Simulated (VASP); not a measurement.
**Al2Pt: single point with PBEsol**

The system is Al2Pt.

```xyz
9
Lattice="2.9483 -2.9483 0.0000 2.9483 0.0000 -2.9483 7.3706 5.1595 5.1595" Properties=species:S:1:pos:R:3 pbc="T T T"
Al    6.3880    0.4915    0.4915
Al    3.4397   -2.4568    0.4915
Al    6.3880    3.4397    3.4397
Al    9.3362    3.4397    3.4397
Al    6.3880    0.4915    3.4397
Al    3.4397    0.4915    0.4915
Pt    4.9139    1.9656    1.9656
Pt    4.9139   -0.9827   -0.9827
Pt    7.8621    1.9656    4.9139
```

```json
{
  "Program": "VASP 6.6.1",
  "Task": "single point",
  "Functional": "PBEsol",
  "Potentials or basis": "VASP PAW PBE potentials, release 64 (Al, Pt)",
  "Cutoff": "520 eV",
  "k mesh": "11 × 11 × 4",
  "Occupations": "gaussian, width 0.15 eV",
  "Spin": "no spin polarisation"
}
```

```json
{"Pressure": "-2.0 GPa", "Largest force": "1.064 eV/Å", "Band gap on the k mesh": "zero (band 24 reaches 10.37 eV, above the bottom of band 25 at 6.93 eV)"}
```

Forces on the atoms (eV/Å):
```
Al  -0.139 -0.168 -0.168
Al   0.184  0.168  0.168
Al  -0.019 -0.106 -0.106
Al  -0.184 -0.168 -0.168
Al   0.139  0.168  0.168
Al   0.019  0.106  0.106
Pt   0.000  0.000  0.000
Pt  -0.835 -0.465 -0.465
Pt   0.835  0.465  0.465
```

Stress tensor (GPa, compression positive):
```
-3.63 -1.86 -1.86
-1.86 -1.14 -1.94
-1.86 -1.94 -1.14
```

Levels at points of the mesh, in eV from the Fermi level:
```csv
k point,band 20,band 21,band 22,band 23,band 24,band 25,band 26,band 27,band 28,band 29
"(0.00, 0.00, 0.00)",-1.60,1.14,1.35,2.02,2.39,2.73,3.02,3.27,3.37,3.68
"(0.00, 0.00, 0.50)",0.13,0.94,1.37,1.65,1.84,2.20,2.53,2.71,3.44,3.69
```

Run time: 16 min on 1 thread of Oxide Virtual Turin-like Processor (shared host), peak memory 0.64 GiB.

Caveat: the PAW data sets were made with another functional, which shifts forces and pressure a little; spin-orbit coupling is left out, which moves the levels of the heavy elements.
